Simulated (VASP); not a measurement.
Sb: single point with PBE

The system is Sb.

```
Sb
1.0
     0.06915    2.33957    2.33957
     2.33957    0.06915    2.33957
     2.33957    2.33957    0.06915
Sb
1
Direct
  0.00000 0.00000 0.00000
```

This cell differs from its parent crystal: equal xy, yz and zx shear strains of +3 %.

| Quantity | Value |
| --- | --- |
| Program | VASP 6.6.1 |
| Task | single point |
| Functional | PBE |
| Potentials or basis | VASP PAW PBE potentials, release 64 (Sb) |
| Cutoff | 520 eV |
| k mesh | 12 × 12 × 12 |
| Occupations | fermi-dirac, width 0.05 eV |
| Spin | no spin polarisation |

```
Pressure : 9.1 GPa
```

Stress tensor (GPa, compression positive):
```
 9.11 -0.38 -0.38
-0.38  9.11 -0.38
-0.38 -0.38  9.11
```

Levels at points of the mesh, in eV from the Fermi level:
```tsv
k point	band 1	band 2	band 3	band 4	band 5	band 6	band 7
(0.00, 0.00, 0.00)	-13.77	5.24	6.36	6.36	9.45	10.28	10.57
(0.50, 0.00, 0.00)	-9.29	-6.48	3.73	4.03	8.43	8.97	9.54
(0.50, 0.50, 0.00)	-7.54	-5.52	-0.01	0.73	4.00	4.74	17.97
(0.50, 0.50, 0.50)	-9.93	-6.58	4.62	4.62	9.38	9.68	9.68
```

Wall time 19 s on 1 thread of Intel(R) Xeon(R) 6975P-C (Granite Rapids), on a shared host, peak memory 0.18 GiB.

Caveat: the cell differs from its parent crystal (equal xy, yz and zx shear strains of +3 %); spin-orbit coupling is left out, which moves the levels of the heavy elements.
